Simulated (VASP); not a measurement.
# SnSe (Fm-3m) in VASP: a series of runs, part 2 of 2

VASP 6.6.1. The steps go on from the part before.

**3. Single point, PBEsol+D3(BJ) (26.56 Å³/atom)**

INCAR reads:

```
ALGO = Normal
EDIFF = 1E-6
ENCUT = 500
GGA = PS
GGA_COMPAT = F
ISIF = 2
ISMEAR = 0
IVDW = 12
LASPH = T
LCHARG = F
LREAL = F
LWAVE = F
NBANDS = 17
NELM = 120
PREC = Accurate
SIGMA = 0.05
```

KPOINTS reads:

```
k-points
0
Gamma
  8 8 8
```

POSCAR reads:

```
SnSe
1.0
    0.0000000000      2.9837421571      2.9837421571
    2.9837421571      0.0000000000      2.9837421571
    2.9837421571      2.9837421571      0.0000000000
Sn Se
1 1
Direct
    0.0000000000      0.0000000000      0.0000000000
    0.5000000000      0.5000000000      0.5000000000
```

Potentials or basis: VASP PAW PBE potentials, release 64 (Sn_d, Se).

Run with:

```
cat potpaw_PBE.64/Sn_d/POTCAR potpaw_PBE.64/Se/POTCAR > POTCAR
mpirun -np 1 vasp_std > vasp.out
```

OUTCAR:

```text
EDIFF = 1E-6
   ENCUT = 500
   GGA = PS
   ISIF = 2
   ISMEAR = 0
   IVDW = 12
   LASPH = T
   LREAL = F
   NELM = 120
   PREC = Accurate
 IVDW          = 12

 ion  position               nearest neighbor table
   1  0.000  0.000  0.000-   2 2.98   2 2.98   2 2.98   2 2.98   2 2.98   2 2.98
   2  0.500  0.500  0.500-   1 2.98   1 2.98   1 2.98   1 2.98   1 2.98   1 2.98

  LATTYP: Found a face centered cubic cell.
 ALAT       =     5.9674843142

  Lattice vectors:

 A1 = (   0.0000000000,   2.9837421571,   2.9837421571)
 A2 = (   2.9837421571,   0.0000000000,   2.9837421571)
 A3 = (   2.9837421571,   2.9837421571,   0.0000000000)

Analysis of symmetry for initial positions (statically):
=====================================================================
 Subroutine PRICEL returns:
 Original cell was already a primitive cell.

 Routine SETGRP: Setting up the symmetry group for a
 face centered cubic supercell.

 Subroutine GETGRP returns: Found 48 space group operations
 (whereof 48 operations were pure point group operations)
 out of a pool of 48 trial point group operations.

The static configuration has the point symmetry O_h .

Analysis of symmetry for dynamics (positions and initial velocities):
=====================================================================
 Subroutine PRICEL returns:
 Original cell was already a primitive cell.

 Routine SETGRP: Setting up the symmetry group for a
 face centered cubic supercell.

 Subroutine GETGRP returns: Found 48 space group operations
 (whereof 48 operations were pure point group operations)
 out of a pool of 48 trial point group operations.

The dynamic configuration has the point symmetry O_h .

 Subroutine INISYM returns: Found 48 space group operations
 (whereof 48 operations are pure point group operations),
 and found     1 'primitive' translations

----------------------------------------------------------------------------------------

                                     Primitive cell

  volume of cell :      53.1268

  direct lattice vectors                    reciprocal lattice vectors
     0.000000000  2.983742157  2.983742157    -0.167574802  0.167574802  0.167574802
     2.983742157  0.000000000  2.983742157     0.167574802 -0.167574802  0.167574802
     2.983742157  2.983742157  0.000000000     0.167574802  0.167574802 -0.167574802

  length of vectors
     4.219648625  4.219648625  4.219648625     0.290248070  0.290248070  0.290248070

  position of ions in fractional coordinates (direct lattice)
     0.000000000  0.000000000  0.000000000
     0.500000000  0.500000000  0.500000000

  ion indices of the primitive-cell ions
   primitive index   ion index
                 1           1
                 2           2

----------------------------------------------------------------------------------------

 KPOINTS: k-points

Automatic generation of k-mesh.
 Grid dimensions read from file:
 generate k-points for:    8    8    8

 Generating k-lattice:

  Cartesian coordinates                     Fractional coordinates (reciprocal lattice)
    -0.020946850  0.020946850  0.020946850     0.125000000  0.000000000  0.000000000
     0.020946850 -0.020946850  0.020946850     0.000000000  0.125000000  0.000000000
     0.020946850  0.020946850 -0.020946850     0.000000000  0.000000000  0.125000000

  Length of vectors
     0.036281009  0.036281009  0.036281009

  Shift w.r.t. Gamma in fractional coordinates (k-lattice)
     0.000000000  0.000000000  0.000000000

 Subroutine IBZKPT returns following result:
 ===========================================

 Found     29 irreducible k-points:

 Following reciprocal coordinates:
            Coordinates               Weight
  0.000000  0.000000  0.000000      1.000000
  0.125000  0.000000  0.000000      8.000000
  0.250000  0.000000  0.000000      8.000000
  0.375000  0.000000  0.000000      8.000000
  0.500000  0.000000  0.000000      4.000000
  0.125000  0.125000  0.000000      6.000000
[... 16 lines left out ...]
  0.500000  0.250000  0.125000     48.000000
 -0.375000  0.250000  0.125000     24.000000
 [... further k-points ...]
   k-points           NKPTS =     29   k-points in BZ     NKDIM =     29   number of bands    NBANDS=     17
   number of dos      NEDOS =    301   number of ions     NIONS =      2
   total plane-waves  NPLWV =  32768
   dimension x,y,z NGX =    32 NGY =   32 NGZ =   32
   dimension x,y,z NGXF=    64 NGYF=   64 NGZF=   64
   ions per type =               1   1
   NGX,Y,Z   is equivalent  to a cutoff of  12.61, 12.61, 12.61 a.u.
   NGXF,Y,Z  is equivalent  to a cutoff of  25.21, 25.21, 25.21 a.u.
 SYSTEM =  unknown system
   PREC   = accura    normal or accurate (medium, high low for compatibility)
   ISTART =      0    job   : 0-new  1-cont  2-samecut
   ICHARG =      2    charge: 1-file 2-atom 10-const
   ISPIN  =      1    spin polarized calculation?
   LNONCOLLINEAR =      F non collinear calculations
   LSORBIT =      F    spin-orbit coupling
   LASPH  =      T    aspherical Exc in radial PAW
   ENCUT  =  500.0 eV  36.75 Ry    6.06 a.u.   7.69  7.69  7.69*2*pi/ulx,y,z
   NELM   =    120;   NELMIN=  2; NELMDL= -5     # of ELM steps
   EDIFF  = 0.1E-05   stopping-criterion for ELM
   LREAL  =      F    real-space projection
   EDIFFG = 0.1E-04   stopping-criterion for IOM
   NSW    =      0    number of steps for IOM
   IBRION =     -1    ionic relax: 0-MD 1-quasi-New 2-CG
   NFREE  =      0    steps in history (QN), initial steepest desc. (CG)
   ISIF   =      2    stress and relaxation
   ISYM   =      2    0-nonsym 1-usesym 2-fastsym
   POTIM  = 0.5000    time-step for ionic-motion
   TEBEG  =    0.0;   TEEND  =   0.0 temperature during run
   PSTRESS=    0.0 pullay stress
   NELECT =      20.0000    total number of electrons
   NUPDOWN=      -1.0000    fix difference up-down
   EMIN   =  10.00;   EMAX   =-10.00  energy-range for DOS
   EFERMI =   0.00;   METHOD = LEGACY
   ISMEAR =     0;   SIGMA  =   0.05  broadening in eV -4-tet -1-fermi 0-gaus
   EFERMI_NEDOS =   21; number of points for ismear=-14 and -15
   IALGO  =     38    algorithm
   IMIX   =      4    mixing-type and parameters
     AMIX     =   0.40;   BMIX     =  1.00
     AMIX_MAG =   1.60;   BMIX_MAG =  1.00
  volume/ion in A,a.u.               =      26.56       179.26
  Fermi-wavevector in a.u.,A,eV,Ry     =   1.182080  2.233807 19.011600  1.397313
  Thomas-Fermi vector in A             =   2.318341
   LORBIT       =      0    0 simple, 1 ext, 2 COOP (PROOUT), +10 PAW based schemes
   GGA     = PS    functional components
   LHFCALC =     F    Hartree Fock is set to
   AEXX    =    0.0000 exact exchange contribution
   IVDW    =    12    specifies the selected vdW correction
   LEPSILON=     F    determine dielectric tensor
   LRPA    =     F    only Hartree local field effects (RPA)
 non-spin polarized calculation
 Gauss-broadening in eV      SIGMA  =   0.05
  energy-cutoff  :      500.00
  volume of cell :       53.13
 maximum number of plane-waves:      1365
   NGX = 15   NGY = 15   NGZ = 15

 number of electron      20.0000008 magnetization

 Free energy of the ion-electron system (eV)
  ---------------------------------------------------
  ext. energy  EPLUGINS =         0.00000000
  ---------------------------------------------------
  free energy    TOTEN  =        -8.98466435 eV

  energy without entropy =       -8.98466435  energy(sigma->0) =       -8.98466435

 E-fermi :   5.9275     XC(G=0):  -9.8954

 val. band max:        5.6319297673   @ k =   0.5000   0.0000   0.0000
 cond. band min:       6.3659655002   @ k =  -0.3750   0.1250   0.0000
 fundamental gap:      0.7340357328
 Fermi energy:         5.9275147009

 k-point     1 :       0.0000    0.0000    0.0000
  band No.  band energies     occupation
      1     -15.7447      2.00000
      2     -15.7447      2.00000
      3     -15.7443      2.00000
      4     -15.7443      2.00000
      5     -15.7443      2.00000
      6      -8.3237      2.00000
[... 9 lines left out ...]
     16      11.5089      0.00000
     17      13.7560      0.00000
[... 441 lines left out ...]
 k-point    24 :      -0.3750    0.2500    0.1250
  band No.  band energies     occupation
      1     -15.7605      2.00000
      2     -15.7486      2.00000
      3     -15.7387      2.00000
      4     -15.7343      2.00000
      5     -15.7283      2.00000
      6      -7.1645      2.00000
[... 9 lines left out ...]
     16      16.5294      0.00000
     17      16.6334      0.00000

 [... further k-points ...]

------------------------ aborting loop because EDIFF is reached ----------------------------------------

 Edisp (eV)   -0.67661

 E8    (eV) :    -0.4545

  FORCE on cell =-STRESS in cart. coord.  units (eV):
  Direction    XX          YY          ZZ          XY          YZ          ZX
  --------------------------------------------------------------------------------------
  -------------------------------------------------------------------------------------
  Total      -0.88167    -0.88167    -0.88167    -0.00000     0.00000     0.00000
  in kB     -26.58906   -26.58906   -26.58906    -0.00000     0.00000     0.00000
  external pressure =      -26.59 kB  Pullay stress =        0.00 kB

 VOLUME and BASIS-vectors are now :
 -----------------------------------------------------------------------------
  energy-cutoff  :      500.00
  volume of cell :       53.13
      direct lattice vectors                 reciprocal lattice vectors
     0.000000000  2.983742157  2.983742157    -0.167574802  0.167574802  0.167574802
     2.983742157  0.000000000  2.983742157     0.167574802 -0.167574802  0.167574802
     2.983742157  2.983742157  0.000000000     0.167574802  0.167574802 -0.167574802

 POSITION                                       TOTAL-FORCE (eV/Angst)
 -----------------------------------------------------------------------------------
      0.00000      0.00000      0.00000        -0.000000     -0.000000      0.000000
      2.98374      2.98374      2.98374         0.000000      0.000000     -0.000000
 -----------------------------------------------------------------------------------
    total drift:                                0.000000     -0.000000     -0.000000

  FREE ENERGIE OF THE ION-ELECTRON SYSTEM (eV)
  ---------------------------------------------------
  free  energy   TOTEN  =        -9.6612782380 eV

  energy  without entropy=       -9.6612782380  energy(sigma->0) =       -9.66127824
```

stdout:

```text
POSCAR found type information on POSCAR SnSe
 POSCAR found :  2 types and       2 ions
 scaLAPACK will be used
 -----------------------------------------------------------------------------
|                                                                             |
|                                                                             |
|     You enforced a specific xc type in the INCAR file but a different       |
|     I HOPE YOU KNOW WHAT YOU ARE DOING!                                     |
|                                                                             |
 -----------------------------------------------------------------------------

 LDA part: xc-table for (Slater+PW92), standard interpolation
 POSCAR, INCAR and KPOINTS ok, starting setup
 FFT: planning ... GRIDC
 FFT: planning ... GRID_SOFT
 FFT: planning ... GRID
 WAVECAR not read
 entering main loop
```

Wall time 20 s (1 thread of Intel Xeon Platinum 8259CL at 2.50GHz (Skylake/Cascade Lake), shared host); peak memory 0.19 GiB.

Results:

```
Free energy                : -9.6613 eV
Pressure                   : -2.7 GPa
Band gap on the k mesh     : 0.73 eV (least direct gap 0.77 eV)
Dispersion energy per atom : -0.338 eV
```

Caveat: the PAW data sets were made with another functional, which shifts forces and pressure a little; spin-orbit coupling is left out, which moves the levels of the heavy elements. A k mesh can miss the band edges.

**4. Single point, PBEsol+D3(BJ) (26.31 Å³/atom)**

This run uses another cell than the first one, of 26.31 Å³/atom.

INCAR reads:

```
ALGO = Normal ; EDIFF = 1E-6
ENCUT = 500 ; GGA = PS
GGA_COMPAT = F ; ISIF = 2
ISMEAR = 0 ; IVDW = 12
LASPH = T ; LCHARG = F
LREAL = F ; LWAVE = F
NBANDS = 17 ; NELM = 120
PREC = Accurate ; SIGMA = 0.05
```

KPOINTS is that of step 3.

POSCAR reads:

```
SnSe
1.0
    0.0000000000      2.9741740540      2.9741740540
    2.9741740540      0.0000000000      2.9741740540
    2.9741740540      2.9741740540      0.0000000000
Sn Se
1 1
Direct
    0.0000000000      0.0000000000      0.0000000000
    0.5000000000      0.5000000000      0.5000000000
```

Run with:

```
cat potpaw_PBE.64/Sn_d/POTCAR potpaw_PBE.64/Se/POTCAR > POTCAR
mpirun -np 1 vasp_std > vasp.out
```

It took 17 s on 1 thread of Intel Xeon Platinum 8259CL at 2.50GHz (Skylake/Cascade Lake), shared host; peak memory 0.19 GiB.

It converged, with:

```
Free energy                : -9.6688 eV
Pressure                   : -2.2 GPa
Band gap on the k mesh     : 0.75 eV (least direct gap 0.81 eV)
Dispersion energy per atom : -0.342 eV
```

Levels at points of the mesh, in eV from the valence-band top:
| k point | band 8 | band 9 | band 10 | band 11 | band 12 | band 13 |
| --- | --- | --- | --- | --- | --- | --- |
| (0.00, 0.00, 0.00) | -2.18 | -2.18 | -2.18 | 4.53 | 4.53 | 4.53 |
| (0.50, 0.00, 0.00) | -1.92 | -1.92 | 0.00 | 0.81 | 1.30 | 1.30 |
| (0.50, 0.50, 0.00) | -5.64 | -3.71 | -3.71 | 2.91 | 5.64 | 5.64 |

Caveat: the PAW data sets were made with another functional, which shifts forces and pressure a little; spin-orbit coupling is left out, which moves the levels of the heavy elements. A k mesh can miss the band edges.

**5. The runs side by side**

```tsv
level	potentials or basis	cell	gap on the mesh (eV)	pressure (GPa)
LDA	VASP PAW LDA potentials, release 64 (Sn_d, Se)	a = 4.222 Å, angles 60.0°, 2 atoms	0.73	-2.1
PBEsol+D3(BJ)	VASP PAW PBE potentials, release 64 (Sn_d, Se)	a = 4.220 Å, angles 60.0°, 2 atoms	0.73	-2.7
PBEsol+D3(BJ)	VASP PAW PBE potentials, release 64 (Sn_d, Se)	a = 4.206 Å, angles 60.0°, 2 atoms	0.75	-2.2
```

Alike in all rows: task single point; no spin polarisation; k mesh 8 × 8 × 8; cutoff (eV) 500; smearing gaussian 0.05 eV.

Caveats: spin-orbit coupling is left out, which moves the levels of the heavy elements; the PAW data sets were made with another functional, which shifts forces and pressure a little (at least some runs).

Total energies depend on the potentials used, so only differences within one code and one set of settings carry meaning.
